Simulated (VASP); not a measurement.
# CsSnI3 (P4/mmm) in VASP: notebook

Runs on CsSnI3. Level: PBE. Tasks: single point.

All numbers are computed with VASP 6.6.1; they aren't measurements. Logs are shortened: lines on timing, memory, paths and dates and some standing lists are left out, and cuts for length are marked.

### Step 1. The cell of the first run

The structure is tetragonal, space group P4/mmm (No. 123). The conventional cell has a = 6.392 Å, b = 6.392 Å, c = 6.020 Å, α = 90.00°, β = 90.00°, γ = 90.00°. Cs (site symmetry 4/mmm) has 12 I at 4.39 to 4.52 Å and 8 Sn at 5.43 Å and 2 Cs at 6.02 Å within 6.1 Å. Sn (site symmetry 4/mmm) has 6 I at 3.01 to 3.20 Å within 4.0 Å. I (site symmetry mmm) has 2 Sn at 3.20 Å within 4.2 Å. I (site symmetry 4/mmm) has 2 Sn at 3.01 Å within 4.0 Å.

### Step 2. Single point, PBE (strain +0.030 along x and y, -0.030 along z)

Input file INCAR:

```
ALGO = Normal
EDIFF = 1E-6
ENCUT = 520
GGA = PE
ISIF = 2
ISMEAR = 0
LASPH = T
LCHARG = F
LREAL = F
LWAVE = F
NBANDS = 30
NELM = 60
PREC = Accurate
SIGMA = 0.03
```

Input file KPOINTS:

```
k-points
0
Gamma
  6 6 6
```

Input file POSCAR:

```
CsSnI3
1.0
    6.3918710000      0.0000000000      0.0000000000
    0.0000000000      6.3918710000      0.0000000000
    0.0000000000      0.0000000000      6.0195290000
Cs Sn I
1 1 3
Direct
    0.0000000000      0.0000000000      0.0000000000
    0.5000000000      0.5000000000      0.5000000000
    0.0000000000      0.5000000000      0.5000000000
    0.5000000000      0.0000000000      0.5000000000
    0.5000000000      0.5000000000      0.0000000000
```

Potentials or basis: VASP PAW PBE potentials, release 64 (Cs_sv, Sn_d, I).

The run is started by

```console
$ cat potpaw_PBE.64/Cs_sv/POTCAR potpaw_PBE.64/Sn_d/POTCAR potpaw_PBE.64/I/POTCAR > POTCAR
$ mpirun -np 1 vasp_std > vasp.out
```

OUTCAR:

```text
EDIFF = 1E-6
   ENCUT = 520
   GGA = PE
   ISIF = 2
   ISMEAR = 0
   LASPH = T
   LREAL = F
   NELM = 60
   PREC = Accurate

 ion  position               nearest neighbor table
   1  0.000  0.000  0.000-
   2  0.500  0.500  0.500-   5 3.01   5 3.01   3 3.20   4 3.20   4 3.20   3 3.20
   3  0.000  0.500  0.500-   2 3.20   2 3.20
   4  0.500  0.000  0.500-   2 3.20   2 3.20
   5  0.500  0.500  0.000-   2 3.01   2 3.01

  LATTYP: Found a simple tetragonal cell.
 ALAT       =     6.3918710000
 C/A-ratio  =     0.9417475728

  Lattice vectors:

 A1 = (   6.3918710000,   0.0000000000,   0.0000000000)
 A2 = (   0.0000000000,   6.3918710000,   0.0000000000)
 A3 = (   0.0000000000,   0.0000000000,   6.0195290000)

Analysis of symmetry for initial positions (statically):
=====================================================================
 Subroutine PRICEL returns:
 Original cell was already a primitive cell.

 Routine SETGRP: Setting up the symmetry group for a
 simple tetragonal supercell.

 Subroutine GETGRP returns: Found 16 space group operations
 (whereof 16 operations were pure point group operations)
 out of a pool of 16 trial point group operations.

The static configuration has the point symmetry D_4h.

Analysis of symmetry for dynamics (positions and initial velocities):
=====================================================================
 Subroutine PRICEL returns:
 Original cell was already a primitive cell.

 Routine SETGRP: Setting up the symmetry group for a
 simple tetragonal supercell.

 Subroutine GETGRP returns: Found 16 space group operations
 (whereof 16 operations were pure point group operations)
 out of a pool of 16 trial point group operations.

The dynamic configuration has the point symmetry D_4h.

 Subroutine INISYM returns: Found 16 space group operations
 (whereof 16 operations are pure point group operations),
 and found     1 'primitive' translations

----------------------------------------------------------------------------------------

                                     Primitive cell

  volume of cell :     245.9340

  direct lattice vectors                    reciprocal lattice vectors
     6.391871000  0.000000000  0.000000000     0.156448714  0.000000000  0.000000000
     0.000000000  6.391871000  0.000000000     0.000000000  0.156448714  0.000000000
     0.000000000  0.000000000  6.019529000     0.000000000  0.000000000  0.166125954

  length of vectors
     6.391871000  6.391871000  6.019529000     0.156448714  0.156448714  0.166125954

  position of ions in fractional coordinates (direct lattice)
     0.000000000  0.000000000  0.000000000
     0.500000000  0.500000000  0.500000000
     0.000000000  0.500000000  0.500000000
     0.500000000  0.000000000  0.500000000
     0.500000000  0.500000000  0.000000000

  ion indices of the primitive-cell ions
   primitive index   ion index
                 1           1
                 2           2
                 3           3
                 4           4
                 5           5

----------------------------------------------------------------------------------------

 KPOINTS: k-points

Automatic generation of k-mesh.
 Grid dimensions read from file:
 generate k-points for:    6    6    6

 Generating k-lattice:

  Cartesian coordinates                     Fractional coordinates (reciprocal lattice)
     0.026074786  0.000000000  0.000000000     0.166666667  0.000000000  0.000000000
     0.000000000  0.026074786  0.000000000     0.000000000  0.166666667  0.000000000
     0.000000000  0.000000000  0.027687659     0.000000000  0.000000000  0.166666667

  Length of vectors
     0.026074786  0.026074786  0.027687659

  Shift w.r.t. Gamma in fractional coordinates (k-lattice)
     0.000000000  0.000000000  0.000000000

 Subroutine IBZKPT returns following result:
 ===========================================

 Found     40 irreducible k-points:

 Following reciprocal coordinates:
            Coordinates               Weight
  0.000000  0.000000  0.000000      1.000000
  0.166667  0.000000  0.000000      4.000000
  0.333333  0.000000  0.000000      4.000000
  0.500000  0.000000  0.000000      2.000000
  0.166667  0.166667  0.000000      4.000000
  0.333333  0.166667  0.000000      8.000000
[... 16 lines left out ...]
  0.333333  0.000000  0.333333      8.000000
  0.500000  0.000000  0.333333      4.000000
 [... further k-points ...]
   k-points           NKPTS =     40   k-points in BZ     NKDIM =     40   number of bands    NBANDS=     30
   number of dos      NEDOS =    301   number of ions     NIONS =      5
   total plane-waves  NPLWV = 110592
   dimension x,y,z NGX =    48 NGY =   48 NGZ =   48
   dimension x,y,z NGXF=    96 NGYF=   96 NGZF=   96
   ions per type =               1   1   3
   NGX,Y,Z   is equivalent  to a cutoff of  12.48, 12.48, 13.26 a.u.
   NGXF,Y,Z  is equivalent  to a cutoff of  24.97, 24.97, 26.51 a.u.
 SYSTEM =  unknown system
   PREC   = accura    normal or accurate (medium, high low for compatibility)
   ISTART =      0    job   : 0-new  1-cont  2-samecut
   ICHARG =      2    charge: 1-file 2-atom 10-const
   ISPIN  =      1    spin polarized calculation?
   LNONCOLLINEAR =      F non collinear calculations
   LSORBIT =      F    spin-orbit coupling
   LASPH  =      T    aspherical Exc in radial PAW
   ENCUT  =  520.0 eV  38.22 Ry    6.18 a.u.  11.88 11.88 11.19*2*pi/ulx,y,z
   NELM   =     60;   NELMIN=  2; NELMDL= -5     # of ELM steps
   EDIFF  = 0.1E-05   stopping-criterion for ELM
   LREAL  =      F    real-space projection
   EDIFFG = 0.1E-04   stopping-criterion for IOM
   NSW    =      0    number of steps for IOM
   IBRION =     -1    ionic relax: 0-MD 1-quasi-New 2-CG
   NFREE  =      0    steps in history (QN), initial steepest desc. (CG)
   ISIF   =      2    stress and relaxation
   ISYM   =      2    0-nonsym 1-usesym 2-fastsym
   POTIM  = 0.5000    time-step for ionic-motion
   TEBEG  =    0.0;   TEEND  =   0.0 temperature during run
   PSTRESS=    0.0 pullay stress
   NELECT =      44.0000    total number of electrons
   NUPDOWN=      -1.0000    fix difference up-down
   EMIN   =  10.00;   EMAX   =-10.00  energy-range for DOS
   EFERMI =   0.00;   METHOD = LEGACY
   ISMEAR =     0;   SIGMA  =   0.03  broadening in eV -4-tet -1-fermi 0-gaus
   EFERMI_NEDOS =   21; number of points for ismear=-14 and -15
   IALGO  =     38    algorithm
   IMIX   =      4    mixing-type and parameters
     AMIX     =   0.40;   BMIX     =  1.00
     AMIX_MAG =   1.60;   BMIX_MAG =  1.00
  volume/ion in A,a.u.               =      49.19       331.93
  Fermi-wavevector in a.u.,A,eV,Ry     =   0.922471  1.743218 11.577924  0.850953
  Thomas-Fermi vector in A             =   2.048002
   LORBIT       =      0    0 simple, 1 ext, 2 COOP (PROOUT), +10 PAW based schemes
   GGA     = PE    functional components
   LHFCALC =     F    Hartree Fock is set to
   AEXX    =    0.0000 exact exchange contribution
   IVDW    =     0    specifies the selected vdW correction
   LEPSILON=     F    determine dielectric tensor
   LRPA    =     F    only Hartree local field effects (RPA)
 non-spin polarized calculation
 Gauss-broadening in eV      SIGMA  =   0.03
  energy-cutoff  :      520.00
  volume of cell :      245.93
 maximum number of plane-waves:      6664
 NGX is ok and might be reduce to    48
   NGX = 23   NGY = 23   NGZ = 23

 number of electron      44.0000012 magnetization

 Free energy of the ion-electron system (eV)
  ---------------------------------------------------
  ext. energy  EPLUGINS =         0.00000000
  ---------------------------------------------------
  free energy    TOTEN  =       -13.96500427 eV

  energy without entropy =      -13.96500427  energy(sigma->0) =      -13.96500427

 E-fermi :   2.7379     XC(G=0):  -7.4053

 val. band max:        2.6123312515   @ k =   0.5000   0.5000   0.5000
 cond. band min:       2.8667947889   @ k =   0.5000   0.5000   0.5000
 fundamental gap:      0.2544635374
 Fermi energy:         2.7379235261

 k-point     1 :       0.0000    0.0000    0.0000
  band No.  band energies     occupation
      1     -19.6607      2.00000
      2     -19.4765      2.00000
      3     -19.4741      2.00000
      4     -19.4661      2.00000
      5     -19.4524      2.00000
      6     -19.4524      2.00000
[... 22 lines left out ...]
     29       6.8367      0.00000
     30       6.8367      0.00000

 k-point     2 :       0.1667    0.0000    0.0000
  band No.  band energies     occupation
      1     -19.6606      2.00000
      2     -19.4763      2.00000
      3     -19.4741      2.00000
      4     -19.4661      2.00000
      5     -19.4524      2.00000
      6     -19.4524      2.00000
[... 22 lines left out ...]
     29       6.4701      0.00000
     30       6.8189      0.00000

 k-point     3 :       0.3333    0.0000    0.0000
  band No.  band energies     occupation
      1     -19.6605      2.00000
      2     -19.4760      2.00000
      3     -19.4739      2.00000
      4     -19.4662      2.00000
      5     -19.4525      2.00000
      6     -19.4524      2.00000
[... 22 lines left out ...]
     29       7.0755      0.00000
     30       7.0891      0.00000

 k-point     4 :       0.5000    0.0000    0.0000
  band No.  band energies     occupation
      1     -19.6604      2.00000
      2     -19.4759      2.00000
      3     -19.4738      2.00000
      4     -19.4662      2.00000
      5     -19.4525      2.00000
      6     -19.4524      2.00000
[... 616 lines left out ...]
     29       6.7815      0.00000
     30       7.3051      0.00000

 k-point    23 :       0.3333    0.0000    0.3333
  band No.  band energies     occupation
      1     -19.6601      2.00000
      2     -19.4760      2.00000
      3     -19.4721      2.00000
      4     -19.4662      2.00000
      5     -19.4527      2.00000
      6     -19.4526      2.00000
[... 22 lines left out ...]
     29       7.2053      0.00000
     30       7.3596      0.00000

 k-point    24 :       0.5000    0.0000    0.3333
  band No.  band energies     occupation
      1     -19.6600      2.00000
      2     -19.4759      2.00000
      3     -19.4720      2.00000
      4     -19.4662      2.00000
      5     -19.4527      2.00000
      6     -19.4526      2.00000
[... 22 lines left out ...]
     29       7.4055      0.00000
     30       7.5219      0.00000

 [... further k-points ...]

------------------------ aborting loop because EDIFF is reached ----------------------------------------

  FORCE on cell =-STRESS in cart. coord.  units (eV):
  Direction    XX          YY          ZZ          XY          YZ          ZX
  --------------------------------------------------------------------------------------
  -------------------------------------------------------------------------------------
  Total       -0.6561381     -0.6561381      2.6438541     -0.0000000      0.0000000      0.0000000
  in kB       -4.2745199     -4.2745199     17.2238230     -0.0000000      0.0000000      0.0000000
  external PRESSURE =       2.8915944 kB  Pullay stress =       0.0000000 kB

 VOLUME and BASIS-vectors are now :
 -----------------------------------------------------------------------------
  energy-cutoff  :      520.00
  volume of cell :      245.93
      direct lattice vectors                 reciprocal lattice vectors
     6.391871000  0.000000000  0.000000000     0.156448714  0.000000000  0.000000000
     0.000000000  6.391871000  0.000000000     0.000000000  0.156448714  0.000000000
     0.000000000  0.000000000  6.019529000     0.000000000  0.000000000  0.166125954

 POSITION                                       TOTAL-FORCE (eV/Angst)
 -----------------------------------------------------------------------------------
      0.00000      0.00000      0.00000         0.000000      0.000000      0.000000
      3.19594      3.19594      3.00976         0.000000      0.000000      0.000000
      0.00000      3.19594      3.00976         0.000000      0.000000      0.000000
      3.19594      0.00000      3.00976         0.000000      0.000000      0.000000
      3.19594      3.19594      0.00000         0.000000      0.000000      0.000000
 -----------------------------------------------------------------------------------
    total drift:                                0.000000     -0.000000     -0.000000

  FREE ENERGIE OF THE ION-ELECTRON SYSTEM (eV)
  ---------------------------------------------------
  free  energy   TOTEN  =       -13.9650042652 eV

  energy  without entropy=      -13.9650042652  energy(sigma->0) =      -13.96500427
```

Run time: 6 min. Hardware: 1 thread of Intel Xeon Platinum 8259CL at 2.50GHz (Skylake/Cascade Lake), shared host; peak memory 0.49 GiB.

Results:

| Quantity | Value |
| --- | --- |
| Free energy | -13.9650 eV |
| Pressure | 0.3 GPa |
| Band gap on the k mesh | 0.25 eV |

Levels at points of the mesh, in eV from the valence-band top:
```tsv
k point	band 20	band 21	band 22	band 23	band 24	band 25
(0.00, 0.00, 0.00)	-2.10	-2.07	-2.07	2.23	3.15	3.28
(0.50, 0.00, 0.00)	-2.20	-2.17	-1.67	1.11	3.64	3.95
(0.50, 0.50, 0.00)	-2.43	-1.75	-1.03	0.85	0.85	4.24
(0.00, 0.00, 0.50)	-2.22	-2.22	-1.23	1.22	3.82	3.82
(0.50, 0.00, 0.50)	-2.44	-1.66	-0.62	0.65	0.98	3.55
(0.50, 0.50, 0.50)	-1.64	-1.64	0.00	0.25	0.25	0.65
```

Caveat: the cell differs from its parent crystal (strain +0.030 along x and y, -0.030 along z); semilocal functionals underestimate gaps, and a narrow one can read as zero; spin-orbit coupling is left out, which moves the levels of the heavy elements. A k mesh can miss the band edges.

[end of part 1 of 3]
